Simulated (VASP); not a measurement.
# Al2Cu (P4/mmm) in VASP: a series of runs, part 2 of 2

VASP 6.6.1. Earlier steps stand in the parts before.

### 3 Single point, LDA

This run uses another cell than the first one, of 15.92 Å³/atom.

Contents of INCAR:

```
ALGO     = Fast           # electronic algorithm
EDIFF    = 1E-7           # SCF threshold, eV
ENCUT    = 520            # plane-wave cutoff, eV
GGA      = CA             # functional
ISIF     = 2              # what is computed and relaxed
ISMEAR   = -1             # smearing method
LASPH    = T              # aspherical terms in the spheres
LCHARG   = F              # write CHGCAR
LREAL    = F              # projectors in reciprocal space
LWAVE    = F              # write WAVECAR
NBANDS   = 16             # bands
NELM     = 100            # most SCF steps
PREC     = Accurate       # precision mode
SIGMA    = 0.05           # smearing width, eV
```

Contents of KPOINTS:

```
k-points
0
Gamma
  7 7 9
```

Contents of POSCAR:

```
Al2Cu
1.0
    4.0776296128      0.0000000000      0.0000000000
    0.0000000000      4.0776296128      0.0000000000
    0.0000000000      0.0000000000      2.8719076301
Cu Al
1 2
Direct
    0.0000000000      0.0000000000      0.0000000000
    0.0000000000      0.5000000000      0.5000000000
    0.5000000000      0.0000000000      0.5000000000
```

Potentials or basis: VASP PAW LDA potentials, release 64 (Cu, Al).

Started as:

```console
> cat potpaw_LDA.64/Cu/POTCAR potpaw_LDA.64/Al/POTCAR > POTCAR
> mpirun -np 1 vasp_std > vasp.out
```

Wall time 42 s (1 thread of Intel Xeon 8259CL, shared host); peak memory 0.16 GiB.

The run converged. Its results:

```yaml
Free_energy: -13.2084 eV
Pressure: -3.1 GPa
Band_gap_on_the_k_mesh: zero (an odd number of electrons rules out a gap without spin polarisation)
```

Stress tensor (GPa, compression positive):
```
-2.67  0.00  0.00
 0.00 -2.67  0.00
 0.00  0.00 -3.94
```

Levels at points of the mesh, in eV from the Fermi level:
```
           k point  band 6  band 7  band 8  band 9  band 10  band 11
(0.00, 0.00, 0.00)   -4.20   -2.41   -2.41   -0.10     0.88     5.97
```

Caveat: the cell stands under tension.

### 4 Single point, LDA

This run uses another cell than the first one, of 16.89 Å³/atom.

Contents of INCAR:

```
SYSTEM = Al2Cu
PREC     = Accurate       ! precision mode
ENCUT    = 520            ! plane-wave cutoff, eV
EDIFF    = 1E-7           ! SCF threshold, eV
ISMEAR   = -1             ! smearing method
SIGMA    = 0.05           ! smearing width, eV
LREAL    = .FALSE.        ! projectors in reciprocal space
LASPH    = .TRUE.         ! aspherical terms in the spheres
NELM     = 60             ! most SCF steps
ALGO     = Normal         ! electronic algorithm
ISIF     = 2              ! what is computed and relaxed
LWAVE    = .FALSE.        ! write WAVECAR
LCHARG   = .FALSE.        ! write CHGCAR
NBANDS   = 16             ! bands
```

Contents of KPOINTS:

```
regular mesh
0
G
  7 7 9
  0 0 0
```

Contents of POSCAR:

```
Al2Cu
1.0
    4.1592037477      0.0000000000      0.0000000000
    0.0000000000      4.1592037477      0.0000000000
    0.0000000000      0.0000000000      2.9293609553
Cu Al
1 2
Direct
    0.0000000000      0.0000000000      0.0000000000
    0.0000000000      0.5000000000      0.5000000000
    0.5000000000      0.0000000000      0.5000000000
```

Started as:

```console
> cat potpaw_LDA.64/Cu/POTCAR potpaw_LDA.64/Al/POTCAR > POTCAR
> mpirun -np 1 vasp_std > vasp.out
```

Wall time 32 s (1 thread of Intel Xeon 8259CL, shared host); peak memory 0.17 GiB.

The run converged. Its results:

| Property | Result |
| --- | --- |
| Free energy | -13.1087 eV |
| Pressure | -7.7 GPa |
| Band gap on the k mesh | zero (an odd number of electrons rules out a gap without spin polarisation) |

Stress tensor (GPa, compression positive):
```
-7.29  0.00  0.00
 0.00 -7.29  0.00
 0.00  0.00 -8.42
```

Levels at points of the mesh, in eV from the Fermi level:
| k point | band 6 | band 7 | band 8 | band 9 | band 10 | band 11 |
| --- | --- | --- | --- | --- | --- | --- |
| (0.00, 0.00, 0.00) | -3.96 | -2.25 | -2.25 | -0.27 | 0.92 | 5.71 |

Caveat: the cell stands under tension.

### 5 Single point, LDA

This run uses another cell than the first one, of 17.22 Å³/atom.

Contents of INCAR:

```
ALGO     = Fast           # electronic algorithm
EDIFF    = 1E-7           # SCF threshold, eV
ENCUT    = 520            # plane-wave cutoff, eV
GGA      = CA             # functional
ISIF     = 2              # what is computed and relaxed
ISMEAR   = -1             # smearing method
LASPH    = T              # aspherical terms in the spheres
LCHARG   = T              # write CHGCAR
LELF     = T              # ELF
LREAL    = F              # projectors in reciprocal space
LVHAR    = T            
LWAVE    = F              # write WAVECAR
NBANDS   = 16             # bands
NELM     = 100            # most SCF steps
PREC     = Accurate       # precision mode
SIGMA    = 0.05           # smearing width, eV
```

Contents of KPOINTS:

```
k-points
0
Gamma
  7 7 9
```

Contents of POSCAR:

```
Al2Cu
1.0
    4.1856962056      0.0000000000      0.0000000000
    0.0000000000      4.1856962056      0.0000000000
    0.0000000000      0.0000000000      2.9480198084
Cu Al
1 2
Direct
    0.0000000000      0.0000000000      0.0000000000
    0.0000000000      0.5000000000      0.5000000000
    0.5000000000      0.0000000000      0.5000000000
```

Started as:

```console
> cat potpaw_LDA.64/Cu/POTCAR potpaw_LDA.64/Al/POTCAR > POTCAR
> mpirun -np 1 vasp_std > vasp.out
```

Run time: 44 s. Hardware: 1 thread of Intel Xeon 8259CL, shared host; peak memory 0.16 GiB.

The run converged. Its results:

| Quantity | Value |
| --- | --- |
| Free energy | -13.0589 eV |
| Pressure | -8.9 GPa |
| Band gap on the k mesh | zero (an odd number of electrons rules out a gap without spin polarisation) |

Stress tensor (GPa, compression positive):
```
-8.53  0.00  0.00
 0.00 -8.53  0.00
 0.00  0.00 -9.53
```

Levels at points of the mesh, in eV from the Fermi level:
```
           k point  band 4  band 5  band 6  band 7  band 8  band 9  band 10  band 11  band 12  band 13
(0.00, 0.00, 0.00)   -4.04   -3.89   -3.89   -2.20   -2.20   -0.32     0.94     5.63     5.84     5.84
```

Caveat: the cell stands under tension.

### 6 Single point, r2SCAN

This run uses another cell than the first one, of 15.27 Å³/atom.

Contents of POSCAR:

```
Al2Cu
1.0
    4.0213792609      0.0000000000      0.0000000000
    0.0000000000      4.0213792609      0.0000000000
    0.0000000000      0.0000000000      2.8322900507
Cu Al
1 2
Direct
    0.0000000000      0.0000000000      0.0000000000
    0.0000000000      0.5000000000      0.5000000000
    0.5000000000      0.0000000000      0.5000000000
```

Contents of INCAR.step1:

```
PREC     = Accurate       # precision mode
ENCUT    = 520            # plane-wave cutoff, eV
ISMEAR   = -1             # smearing method
SIGMA    = 0.05           # smearing width, eV
LREAL    = False          # projectors in reciprocal space
LASPH    = True           # aspherical terms in the spheres
NELM     = 60             # most SCF steps
NBANDS   = 16             # bands
GGA      = PE             # functional
ALGO     = Normal         # electronic algorithm
EDIFF    = 1E-4           # SCF threshold, eV
LWAVE    = True           # write WAVECAR
LCHARG   = False          # write CHGCAR
```

Contents of INCAR.step2:

```
PREC     = Accurate       # precision mode
ENCUT    = 520            # plane-wave cutoff, eV
EDIFF    = 1E-6           # SCF threshold, eV
ISMEAR   = -1             # smearing method
SIGMA    = 0.05           # smearing width, eV
LREAL    = False          # projectors in reciprocal space
LASPH    = True           # aspherical terms in the spheres
NELM     = 60             # most SCF steps
ALGO     = Normal         # electronic algorithm
ISIF     = 2              # what is computed and relaxed
LWAVE    = False          # write WAVECAR
LCHARG   = False          # write CHGCAR
METAGGA  = R2SCAN         # meta-GGA
LMIXTAU  = True         
NBANDS   = 16             # bands
ISTART   = 1
```

Contents of KPOINTS:

```
regular mesh
0
Gamma
  7 7 9
```

Potentials or basis: VASP PAW PBE potentials, release 64 (Cu, Al).

Started as:

```console
> cat potpaw_PBE.64/Cu/POTCAR potpaw_PBE.64/Al/POTCAR > POTCAR
> cp INCAR.step1 INCAR
> mpirun -np 1 vasp_std > vasp.out
> cp INCAR.step2 INCAR
> mpirun -np 1 vasp_std > vasp.out
```

Wall time 2 min (1 thread of Intel Xeon 8259CL, shared host); peak memory 0.18 GiB.

Results (log left out):

```yaml
Free_energy: -24.3874 eV
Pressure: 4.2 GPa
Band_gap_on_the_k_mesh: zero (an odd number of electrons rules out a gap without spin polarisation)
```

Stress tensor (GPa, compression positive):
```
4.59 0.00 0.00
0.00 4.59 0.00
0.00 0.00 3.40
```

Levels at points of the mesh, in eV from the Fermi level:
| k point | band 5 | band 6 | band 7 | band 8 | band 9 | band 10 | band 11 | band 12 |
| --- | --- | --- | --- | --- | --- | --- | --- | --- |
| (0.00, 0.00, 0.00) | -4.44 | -4.44 | -2.72 | -2.72 | 0.26 | 0.98 | 6.68 | 6.95 |

Caveat: the cell stands under pressure; the PAW data sets were made with another functional, which shifts forces and pressure a little.

### 7 Summary

| level | potentials or basis | cell | gap on the mesh (eV) | pressure (GPa) |
| --- | --- | --- | --- | --- |
| LDA | VASP PAW LDA potentials, release 64 (Cu, Al) | a = 4.050, b = 4.050, c = 2.852 Å, 3 atoms | none | -1.3 |
| LDA | VASP PAW LDA potentials, release 64 (Cu, Al) | a = 4.078, b = 4.078, c = 2.872 Å, 3 atoms | none | -3.1 |
| LDA | VASP PAW LDA potentials, release 64 (Cu, Al) | a = 4.159, b = 4.159, c = 2.929 Å, 3 atoms | none | -7.7 |
| LDA | VASP PAW LDA potentials, release 64 (Cu, Al) | a = 4.186, b = 4.186, c = 2.948 Å, 3 atoms | none | -8.9 |
| r2SCAN | VASP PAW PBE potentials, release 64 (Cu, Al) | a = 4.021, b = 4.021, c = 2.832 Å, 3 atoms | none | 4.2 |

Alike in all rows: task single point; no spin polarisation; k mesh 7 × 7 × 9; cutoff (eV) 520; smearing fermi-dirac 0.05 eV.

Caveats: the cell stands under tension (at least some runs); the cell stands under pressure (at least some runs); the PAW data sets were made with another functional, which shifts forces and pressure a little (at least some runs).

Total energies depend on the potentials used, so only differences within one code and one set of settings carry meaning.
